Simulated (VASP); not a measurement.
# SiO2 (P4_2/mnm) in VASP: a series of runs, part 2 of 2

VASP 6.6.1.

## 3. Single point, PBEsol (7.72 Å³/atom)

This run uses another cell than the first one, of 7.72 Å³/atom.

Input file INCAR:

```
SYSTEM = SiO2
  PREC = Accurate
  ENCUT = 520
  EDIFF = 1E-6
  ISMEAR = -1
  SIGMA = 0.05
  LREAL = .False.
  LASPH = .True.
  NELM = 60
  ALGO = Normal
  ISIF = 2
  LWAVE = .False.
  LCHARG = .True.
  GGA = PS
  LELF = .True.
  LVHAR = .True.
  NBANDS = 25
```

Input file KPOINTS:

```
Automatic mesh
0
Gamma
  6 6 10
  0 0 0
```

Input file POSCAR:

```
SiO2
1.0
    4.1759570002      0.0000000000      0.0000000000
    0.0000000000      4.1759570002      0.0000000000
    0.0000000000      0.0000000000      2.6570919565
Si O
2 4
Direct
    0.0000000000      0.0000000000      0.0000000000
    0.5000000000      0.5000000000      0.5000000000
    0.8068390000      0.1931610000      0.5000000000
    0.3068390000      0.3068390000      0.0000000000
    0.1931610000      0.8068390000      0.5000000000
    0.6931610000      0.6931610000      0.0000000000
```

Potentials or basis: VASP PAW PBE potentials, release 64 (Si, O).

Run with:

```bash
$ cat potpaw_PBE.64/Si/POTCAR potpaw_PBE.64/O/POTCAR > POTCAR
$ mpirun -np 1 vasp_std > vasp.out
```

OUTCAR:

```text
SYSTEM = SiO2
   PREC = Accurate
   ENCUT = 520
   EDIFF = 1E-6
   ISMEAR = -1
   LREAL = .False.
   LASPH = .True.
   NELM = 60
   ISIF = 2
   GGA = PS

 ion  position               nearest neighbor table
   1  0.000  0.000  0.000-   3 1.75   5 1.75   3 1.75   5 1.75   4 1.81   6 1.81
   2  0.500  0.500  0.500-   4 1.75   6 1.75   4 1.75   6 1.75   5 1.81   3 1.81
   3  0.807  0.193  0.500-   1 1.75   1 1.75   2 1.81
   4  0.307  0.307  0.000-   2 1.75   2 1.75   1 1.81
   5  0.193  0.807  0.500-   1 1.75   1 1.75   2 1.81
   6  0.693  0.693  0.000-   2 1.75   2 1.75   1 1.81

  LATTYP: Found a simple tetragonal cell.
 ALAT       =     4.1759570002
 C/A-ratio  =     0.6362833612

  Lattice vectors:

 A1 = (   4.1759570002,   0.0000000000,   0.0000000000)
 A2 = (   0.0000000000,   4.1759570002,   0.0000000000)
 A3 = (   0.0000000000,   0.0000000000,   2.6570919565)

Analysis of symmetry for initial positions (statically):
=====================================================================
 Subroutine PRICEL returns:
 Original cell was already a primitive cell.

 Routine SETGRP: Setting up the symmetry group for a
 simple tetragonal supercell.

 Subroutine GETGRP returns: Found 16 space group operations
 (whereof  8 operations were pure point group operations)
 out of a pool of 16 trial point group operations.

The static configuration has the point symmetry D_2h.
 The point group associated with its full space group is D_4h.

Analysis of symmetry for dynamics (positions and initial velocities):
=====================================================================
 Subroutine PRICEL returns:
 Original cell was already a primitive cell.

 Routine SETGRP: Setting up the symmetry group for a
 simple tetragonal supercell.

 Subroutine GETGRP returns: Found 16 space group operations
 (whereof  8 operations were pure point group operations)
 out of a pool of 16 trial point group operations.

The dynamic configuration has the point symmetry D_2h.
 The point group associated with its full space group is D_4h.

 Subroutine INISYM returns: Found 16 space group operations
 (whereof  8 operations are pure point group operations),
 and found     1 'primitive' translations

----------------------------------------------------------------------------------------

                                     Primitive cell

  volume of cell :      46.3360

  direct lattice vectors                    reciprocal lattice vectors
     4.175957000  0.000000000  0.000000000     0.239466067  0.000000000  0.000000000
     0.000000000  4.175957000  0.000000000     0.000000000  0.239466067  0.000000000
     0.000000000  0.000000000  2.657091956     0.000000000  0.000000000  0.376351295

  length of vectors
     4.175957000  4.175957000  2.657091956     0.239466067  0.239466067  0.376351295

  position of ions in fractional coordinates (direct lattice)
     0.000000000  0.000000000  0.000000000
     0.500000000  0.500000000  0.500000000
     0.806839000  0.193161000  0.500000000
     0.306839000  0.306839000  0.000000000
     0.193161000  0.806839000  0.500000000
     0.693161000  0.693161000  0.000000000

  ion indices of the primitive-cell ions
   primitive index   ion index
                 1           1
[... 34 lines left out ...]
  0.000000  0.000000  0.000000      1.000000
  0.166667  0.000000  0.000000      4.000000
  0.333333  0.000000  0.000000      4.000000
  0.500000  0.000000  0.000000      2.000000
  0.166667  0.166667  0.000000      4.000000
  0.333333  0.166667  0.000000      8.000000
[... 16 lines left out ...]
  0.333333  0.000000  0.200000      8.000000
  0.500000  0.000000  0.200000      4.000000
 [... further k-points ...]
   k-points           NKPTS =     60   k-points in BZ     NKDIM =     60   number of bands    NBANDS=     25
   number of dos      NEDOS =    301   number of ions     NIONS =      6
   total plane-waves  NPLWV =  20480
   dimension x,y,z NGX =    32 NGY =   32 NGZ =   20
   dimension x,y,z NGXF=    64 NGYF=   64 NGZF=   40
   ions per type =               2   4
   NGX,Y,Z   is equivalent  to a cutoff of  12.74, 12.74, 12.51 a.u.
   NGXF,Y,Z  is equivalent  to a cutoff of  25.48, 25.48, 25.03 a.u.
 SYSTEM =  SiO2
   PREC   = accura    normal or accurate (medium, high low for compatibility)
   ISTART =      0    job   : 0-new  1-cont  2-samecut
   ICHARG =      2    charge: 1-file 2-atom 10-const
   ISPIN  =      1    spin polarized calculation?
   LNONCOLLINEAR =      F non collinear calculations
   LSORBIT =      F    spin-orbit coupling
   LASPH  =      T    aspherical Exc in radial PAW
   ENCUT  =  520.0 eV  38.22 Ry    6.18 a.u.   7.76  7.76  4.94*2*pi/ulx,y,z
   NELM   =     60;   NELMIN=  2; NELMDL= -5     # of ELM steps
   EDIFF  = 0.1E-05   stopping-criterion for ELM
   LREAL  =      F    real-space projection
   EDIFFG = 0.1E-04   stopping-criterion for IOM
   NSW    =      0    number of steps for IOM
   IBRION =     -1    ionic relax: 0-MD 1-quasi-New 2-CG
   NFREE  =      0    steps in history (QN), initial steepest desc. (CG)
   ISIF   =      2    stress and relaxation
   ISYM   =      2    0-nonsym 1-usesym 2-fastsym
   POTIM  = 0.5000    time-step for ionic-motion
   TEBEG  =    0.0;   TEEND  =   0.0 temperature during run
   PSTRESS=    0.0 pullay stress
   NELECT =      32.0000    total number of electrons
   NUPDOWN=      -1.0000    fix difference up-down
   EMIN   =  10.00;   EMAX   =-10.00  energy-range for DOS
   EFERMI =   0.00;   METHOD = LEGACY
   ISMEAR =    -1;   SIGMA  =   0.05  broadening in eV -4-tet -1-fermi 0-gaus
   EFERMI_NEDOS =   21; number of points for ismear=-14 and -15
   IALGO  =     38    algorithm
   IMIX   =      4    mixing-type and parameters
     AMIX     =   0.40;   BMIX     =  1.00
     AMIX_MAG =   1.60;   BMIX_MAG =  1.00
  volume/ion in A,a.u.               =       7.72        52.12
  Fermi-wavevector in a.u.,A,eV,Ry     =   1.447056  2.734539 28.490199  2.093971
  Thomas-Fermi vector in A             =   2.565054
   LORBIT       =      0    0 simple, 1 ext, 2 COOP (PROOUT), +10 PAW based schemes
   GGA     = PS    functional components
   LHFCALC =     F    Hartree Fock is set to
   AEXX    =    0.0000 exact exchange contribution
   IVDW    =     0    specifies the selected vdW correction
   LEPSILON=     F    determine dielectric tensor
   LRPA    =     F    only Hartree local field effects (RPA)
 non-spin polarized calculation
  energy-cutoff  :      520.00
  volume of cell :       46.34
 maximum number of plane-waves:      1268
 NGX is ok and might be reduce to    32
   NGX = 15   NGY = 15   NGZ =  9

 number of electron      31.9999980 magnetization

 Free energy of the ion-electron system (eV)
  ---------------------------------------------------
  ext. energy  EPLUGINS =         0.00000000
  ---------------------------------------------------
  free energy    TOTEN  =       -48.96059285 eV

  energy without entropy =      -48.96059285  energy(sigma->0) =      -48.96059285

 E-fermi :   9.2528     XC(G=0): -12.5517

 val. band max:        8.2213429358   @ k =   0.0000   0.0000   0.0000
 cond. band min:      13.9281728543   @ k =   0.0000   0.0000   0.0000
 fundamental gap:      5.7068299185
 Fermi energy:         9.2528335169

 k-point     1 :       0.0000    0.0000    0.0000
  band No.  band energies     occupation
      1     -14.4094      2.00000
      2     -10.6817      2.00000
      3     -10.6817      2.00000
      4     -10.5048      2.00000
      5      -2.6851      2.00000
      6       1.7005      2.00000
[... 661 lines left out ...]
     24      20.6957      0.00000
     25      22.2033      0.00000

 [... further k-points ...]

------------------------ aborting loop because EDIFF is reached ----------------------------------------

  FORCE on cell =-STRESS in cart. coord.  units (eV):
  Direction    XX          YY          ZZ          XY          YZ          ZX
  --------------------------------------------------------------------------------------
  -------------------------------------------------------------------------------------
  Total        1.6830714      1.6830714      2.6717803     -0.0000000      0.0000000      0.0000000
  in kB       58.1961819     58.1961819     92.3831381     -0.0000000      0.0000000      0.0000000
  external PRESSURE =      69.5918340 kB  Pullay stress =       0.0000000 kB

 VOLUME and BASIS-vectors are now :
 -----------------------------------------------------------------------------
  energy-cutoff  :      520.00
  volume of cell :       46.34
      direct lattice vectors                 reciprocal lattice vectors
     4.175957000  0.000000000  0.000000000     0.239466067  0.000000000  0.000000000
     0.000000000  4.175957000  0.000000000     0.000000000  0.239466067  0.000000000
     0.000000000  0.000000000  2.657091956     0.000000000  0.000000000  0.376351295

 POSITION                                       TOTAL-FORCE (eV/Angst)
 -----------------------------------------------------------------------------------
      0.00000      0.00000      0.00000        -0.000000      0.000000      0.000000
      2.08798      2.08798      1.32855        -0.000000      0.000000      0.000000
      3.36932      0.80663      1.32855        -0.206743      0.206743     -0.000000
      1.28135      1.28135      0.00000        -0.206743     -0.206743      0.000000
      0.80663      3.36932      1.32855         0.206743     -0.206743      0.000000
      2.89461      2.89461      0.00000         0.206743      0.206743     -0.000000
 -----------------------------------------------------------------------------------
    total drift:                                0.000000     -0.000000     -0.000000

  FREE ENERGIE OF THE ION-ELECTRON SYSTEM (eV)
  ---------------------------------------------------
  free  energy   TOTEN  =       -48.9605928470 eV

  energy  without entropy=      -48.9605928469  energy(sigma->0) =      -48.96059285
```

Run time: 60 s. Hardware: 1 thread of Intel Xeon 8259CL, shared host; peak memory 0.18 GiB.

Results:

| Item | Value |
| --- | --- |
| Free energy | -48.9606 eV |
| Pressure | 7.0 GPa |
| Largest force | 0.292 eV/Å |
| Band gap on the k mesh | 5.71 eV |

Forces in eV/Å, atoms in the order of the input:
```
Si   0.000  0.000  0.000
Si   0.000  0.000  0.000
O   -0.207  0.207  0.000
O   -0.207 -0.207  0.000
O    0.207 -0.207  0.000
O    0.207  0.207  0.000
```

Caveat: the cell stands under pressure; the PAW data sets were made with another functional, which shifts forces and pressure a little. A k mesh can miss the band edges.
